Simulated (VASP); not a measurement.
# Al2CdPt4 (I-4) in VASP: settings compared

The runs below take Al2CdPt4 through single point, with PBE, PBEsol, LDA.

Program: VASP 6.6.1. These are calculated values, not measurements. Logs are shortened: lines on timing, memory, paths and dates and some standing lists are left out, and cuts for length are marked.

## 1. The cell of the first run

The structure is tetragonal, space group I-4 (No. 82). Conventional cell: a = 5.254 Å, b = 5.254 Å, c = 9.744 Å, α = 90.00°, β = 90.00°, γ = 90.00°. Pt (site symmetry 1) has 2 Al at 2.22 to 2.23 Å and 1 Cd at 2.28 Å within 2.9 Å. Within 3.0 Å of Cd (site symmetry -4) lie 4 Pt at 2.28 Å. Al (site symmetry -4) has 4 Pt at 2.23 Å within 2.9 Å. Al (site symmetry -4) has 4 Pt at 2.22 Å within 2.9 Å.

## 2. Single point, PBE

Input file INCAR:

```
  ALGO = Normal
  EDIFF = 1E-6
  ENCUT = 520
  GGA = PE
  ISIF = 2
  ISMEAR = 0
  LASPH = T
  LCHARG = T
  LELF = T
  LREAL = F
  LVHAR = T
  LWAVE = F
  NBANDS = 38
  NELM = 60
  PREC = Accurate
  SIGMA = 0.2445
```

Input file KPOINTS:

```
k-points
0
Gamma
  4 4 4
```

Input file POSCAR:

```
Al2CdPt4
1.0
    0.0000000000      5.2536030000      0.0000000000
    5.2536030000      0.0000000000      0.0000000000
    2.6268020000      2.6268020000     -4.8721410000
Pt Cd Al
4 1 2
Direct
    0.3700000000      0.3800000000      0.7400000000
    0.6200000000      0.1100000000      0.2600000000
    0.8900000000      0.8800000000      0.7400000000
    0.1200000000      0.6300000000      0.2600000000
    0.5000000000      0.5000000000      0.0000000000
    0.7500000000      0.2500000000      0.5000000000
    0.0000000000      0.0000000000      0.0000000000
```

Potentials or basis: VASP PAW PBE potentials, release 64 (Pt, Cd, Al).

On the command line:

```bash
> cat potpaw_PBE.64/Pt/POTCAR potpaw_PBE.64/Cd/POTCAR potpaw_PBE.64/Al/POTCAR > POTCAR
> mpirun -np 1 vasp_std > vasp.out
```

OUTCAR:

```text
EDIFF = 1E-6
   ENCUT = 520
   GGA = PE
   ISIF = 2
   ISMEAR = 0
   LASPH = T
   LREAL = F
   NELM = 60
   PREC = Accurate

 ion  position               nearest neighbor table
   1  0.370  0.380  0.740-   7 2.22   6 2.23   5 2.28   2 3.48   4 3.48
   2  0.620  0.110  0.260-   7 2.22   6 2.23   5 2.28   1 3.48   3 3.48
   3  0.890  0.880  0.740-   7 2.22   6 2.23   5 2.28   2 3.48   4 3.48
   4  0.120  0.630  0.260-   7 2.22   6 2.23   5 2.28   1 3.48   3 3.48
   5  0.500  0.500  0.000-   3 2.28   2 2.28   4 2.28   1 2.28
   6  0.750  0.250  0.500-   4 2.23   1 2.23   3 2.23   2 2.23
   7  0.000  0.000  0.000-   1 2.22   2 2.22   4 2.22   3 2.22

  LATTYP: Found a body centered tetragonal cell.
 ALAT       =     5.2536030000
 C/A-ratio  =     1.8547808047

  Lattice vectors:

 A1 = (  -2.6268020000,   2.6268010000,   4.8721410000)
 A2 = (   2.6268010000,  -2.6268020000,   4.8721410000)
 A3 = (   2.6268020000,   2.6268020000,  -4.8721410000)

Analysis of symmetry for initial positions (statically):
=====================================================================
 Subroutine PRICEL returns:
 Original cell was already a primitive cell.

 Routine SETGRP: Setting up the symmetry group for a
 body centered tetragonal supercell.

 Subroutine GETGRP returns: Found  4 space group operations
 (whereof  4 operations were pure point group operations)
 out of a pool of 16 trial point group operations.

The static configuration has the point symmetry S_4 .

Analysis of symmetry for dynamics (positions and initial velocities):
=====================================================================
 Subroutine PRICEL returns:
 Original cell was already a primitive cell.

 Routine SETGRP: Setting up the symmetry group for a
 body centered tetragonal supercell.

 Subroutine GETGRP returns: Found  4 space group operations
 (whereof  4 operations were pure point group operations)
 out of a pool of 16 trial point group operations.

The dynamic configuration has the point symmetry S_4 .

 Subroutine INISYM returns: Found  4 space group operations
 (whereof  4 operations are pure point group operations),
 and found     1 'primitive' translations

----------------------------------------------------------------------------------------

                                     Primitive cell

  volume of cell :     134.4728

  direct lattice vectors                    reciprocal lattice vectors
[... 89 lines left out ...]
   NSW    =      0    number of steps for IOM
   IBRION =     -1    ionic relax: 0-MD 1-quasi-New 2-CG
   NFREE  =      0    steps in history (QN), initial steepest desc. (CG)
   ISIF   =      2    stress and relaxation
   ISYM   =      2    0-nonsym 1-usesym 2-fastsym
   POTIM  = 0.5000    time-step for ionic-motion
   TEBEG  =    0.0;   TEEND  =   0.0 temperature during run
   PSTRESS=    0.0 pullay stress
   NELECT =      58.0000    total number of electrons
   NUPDOWN=      -1.0000    fix difference up-down
   EMIN   =  10.00;   EMAX   =-10.00  energy-range for DOS
   EFERMI =   0.00;   METHOD = LEGACY
   ISMEAR =     0;   SIGMA  =   0.24  broadening in eV -4-tet -1-fermi 0-gaus
   EFERMI_NEDOS =   21; number of points for ismear=-14 and -15
   IALGO  =     38    algorithm
   IMIX   =      4    mixing-type and parameters
     AMIX     =   0.40;   BMIX     =  1.00
     AMIX_MAG =   1.60;   BMIX_MAG =  1.00
  volume/ion in A,a.u.               =      19.21       129.64
  Fermi-wavevector in a.u.,A,eV,Ry     =   1.236914  2.337428 20.816306  1.529955
  Thomas-Fermi vector in A             =   2.371502
   LORBIT       =      0    0 simple, 1 ext, 2 COOP (PROOUT), +10 PAW based schemes
   GGA     = PE    functional components
   LHFCALC =     F    Hartree Fock is set to
   AEXX    =    0.0000 exact exchange contribution
   IVDW    =     0    specifies the selected vdW correction
   LEPSILON=     F    determine dielectric tensor
   LRPA    =     F    only Hartree local field effects (RPA)
 non-spin polarized calculation
 Gauss-broadening in eV      SIGMA  =   0.24
  energy-cutoff  :      520.00
  volume of cell :      134.47
 maximum number of plane-waves:      3634
   NGX = 19   NGY = 19   NGZ = 23

 number of electron      58.0000004 magnetization

 Free energy of the ion-electron system (eV)
  ---------------------------------------------------
  ext. energy  EPLUGINS =         0.00000000
  ---------------------------------------------------
  free energy    TOTEN  =       -26.69472271 eV

  energy without entropy =      -26.60648828  energy(sigma->0) =      -26.65060549

 E-fermi :   5.8985     XC(G=0): -10.9087

 val. band max:        5.8880000253   @ k =   0.0000   0.0000   0.2500
 cond. band min:       5.9152354104   @ k =  -0.2500   0.2500   0.0000
 fundamental gap:      0.0272353851
 Fermi energy:         5.8985111045

 k-point     1 :       0.0000    0.0000    0.0000
  band No.  band energies     occupation
      1      -3.4786      2.00000
      2      -3.4495      2.00000
      3      -3.4495      2.00000
      4      -3.1406      2.00000
      5      -3.1183      2.00000
      6      -2.5211      2.00000
[... 563 lines left out ...]
     37      12.2421      0.00000
     38      13.1618      0.00000

------------------------ aborting loop because EDIFF is reached ----------------------------------------

  FORCE on cell =-STRESS in cart. coord.  units (eV):
  Direction    XX          YY          ZZ          XY          YZ          ZX
  --------------------------------------------------------------------------------------
  -------------------------------------------------------------------------------------
  Total       31.3643425     31.3643425     26.0928787     -0.0000019     -0.0000027     -0.0000027
  in kB      373.6908113    373.6908113    310.8838964     -0.0000225     -0.0000319     -0.0000319
  external PRESSURE =     352.7551730 kB  Pullay stress =       0.0000000 kB

 VOLUME and BASIS-vectors are now :
 -----------------------------------------------------------------------------
  energy-cutoff  :      520.00
  volume of cell :      134.47
      direct lattice vectors                 reciprocal lattice vectors
     0.000000000  5.253603000  0.000000000     0.000000000  0.190345559  0.102624307
     5.253603000  0.000000000  0.000000000     0.190345559  0.000000000  0.102624307
     2.626802000  2.626802000 -4.872141000     0.000000000  0.000000000 -0.205248576

 POSITION                                       TOTAL-FORCE (eV/Angst)
 -----------------------------------------------------------------------------------
      3.94020      3.88767     -3.60538        -0.073262     -4.238901      4.282343
      1.26086      3.94020     -1.26676        -4.238900      0.073262     -4.282343
      6.56700      6.61954     -3.60538         0.073261      4.238900      4.282343
      3.99274      1.31340     -1.26676         4.238901     -0.073261     -4.282343
      2.62680      2.62680      0.00000        -0.000000     -0.000000      0.000000
      2.62680      5.25360     -2.43607        -0.000000     -0.000000      0.000000
      0.00000      0.00000      0.00000        -0.000000     -0.000000      0.000000
 -----------------------------------------------------------------------------------
    total drift:                                0.000007      0.000002     -0.000000

  FREE ENERGIE OF THE ION-ELECTRON SYSTEM (eV)
  ---------------------------------------------------
  free  energy   TOTEN  =       -26.6947227098 eV

  energy  without entropy=      -26.6064882801  energy(sigma->0) =      -26.65060549
```

OSZICAR:

```text
N       E                     dE             d eps       ncg     rms          rms(c)
DAV:   1     0.358276168651E+03    0.35828E+03   -0.27848E+04  1064   0.140E+03
DAV:   2    -0.124325773825E+02   -0.37071E+03   -0.35038E+03  1170   0.314E+02
DAV:   3    -0.286521356470E+02   -0.16220E+02   -0.15869E+02  1194   0.639E+01
DAV:   4    -0.288801830362E+02   -0.22805E+00   -0.22770E+00  1154   0.762E+00
DAV:   5    -0.288837430713E+02   -0.35600E-02   -0.35598E-02  1168   0.100E+00    0.211E+01
DAV:   6    -0.268148411607E+02    0.20689E+01   -0.75707E+00  1094   0.172E+01    0.152E+01
DAV:   7    -0.267230878049E+02    0.91753E-01   -0.53284E-01  1172   0.412E+00    0.725E+00
DAV:   8    -0.266955923601E+02    0.27495E-01   -0.32292E-02  1144   0.122E+00    0.578E-01
DAV:   9    -0.266946676680E+02    0.92469E-03   -0.36098E-03  1160   0.431E-01    0.259E-01
DAV:  10    -0.266947009722E+02   -0.33304E-04   -0.39388E-04  1124   0.114E-01    0.136E-01
DAV:  11    -0.266947208977E+02   -0.19926E-04   -0.72873E-05  1142   0.427E-02    0.298E-02
DAV:  12    -0.266947227692E+02   -0.18715E-05   -0.79538E-06  1142   0.228E-02    0.472E-03
DAV:  13    -0.266947227098E+02    0.59359E-07   -0.81758E-07   664   0.668E-03
   1 F= -.26694723E+02 E0= -.26650605E+02  d E =-.882344E-01
```

Run time: 63 s. Hardware: 1 thread of Intel Xeon Platinum 8259CL at 2.50GHz (Skylake/Cascade Lake), shared host; peak memory 0.29 GiB.

What came out:

- Free energy: -26.6947 eV
- Pressure: 35.3 GPa
- Largest force: 6.026 eV/Å
- Band gap on the k mesh: zero (band 29 reaches 5.98 eV, above the bottom of band 30 at 5.58 eV)

Forces on the atoms (eV/Å):
```
Pt  -0.073 -4.239  4.282
Pt  -4.239  0.073 -4.282
Pt   0.073  4.239  4.282
Pt   4.239 -0.073 -4.282
Cd   0.000  0.000  0.000
Al   0.000  0.000  0.000
Al   0.000  0.000  0.000
```

Stress tensor (GPa, compression positive):
```
37.37  0.00  0.00
 0.00 37.37  0.00
 0.00  0.00 31.09
```

Caveat: spin-orbit coupling is left out, which moves the levels of the heavy elements; forces of over 1 eV/Å act on the atoms, so gaps and moduli don't describe the material at rest.

(Part 1 of 2 ends here.)
